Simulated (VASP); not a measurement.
# GaN: single point with PBEsol

Crystal: GaN.

```
CELL_PARAMETERS angstrom
3.13218 0.00000 0.00000
-1.56609 2.71255 0.00000
0.00000 0.00000 5.10390
ATOMIC_POSITIONS crystal
Ga 0.33333 0.66667 0.99928
Ga 0.66667 0.33333 0.49928
N 0.33333 0.66667 0.37572
N 0.66667 0.33333 0.87572
```

| Item | Value |
| --- | --- |
| Program | VASP 6.6.1 |
| Task | single point |
| Functional | PBEsol |
| Potentials or basis | VASP PAW PBE potentials, release 64 (Ga_d, N) |
| Cutoff | 520 eV |
| k mesh | 8 × 8 × 4 |
| Occupations | gaussian, width 0.01 eV |
| Spin | no spin polarisation |

| Quantity | Value |
| --- | --- |
| Pressure | 9.7 GPa |
| Band gap on the k mesh | 2.21 eV, direct |

Levels at points of the mesh, in eV from the valence-band top:
```tsv
k point	band 14	band 15	band 16	band 17	band 18	band 19	band 20	band 21	band 22	band 23
(0.00, 0.00, 0.00)	-1.11	-1.11	-0.05	0.00	0.00	2.21	4.53	9.39	10.09	10.09
(0.50, 0.00, 0.00)	-5.53	-4.50	-2.96	-2.41	-1.08	5.08	5.76	6.10	8.97	10.56
(0.00, 0.00, 0.50)	-3.97	-0.57	-0.57	-0.57	-0.57	4.52	4.52	8.63	8.63	10.62
(0.50, 0.00, 0.50)	-6.95	-2.10	-2.10	-2.03	-2.03	4.45	4.45	8.00	8.00	10.18
```

Run time: 20 s on 1 thread of Intel(R) Xeon(R) Platinum 8488C (Sapphire Rapids), on a shared host, peak memory 0.16 GiB.

Caveat: the PAW data sets were made with another functional, which shifts forces and pressure a little. As with any semilocal functional, this PBEsol gap is likely too small.
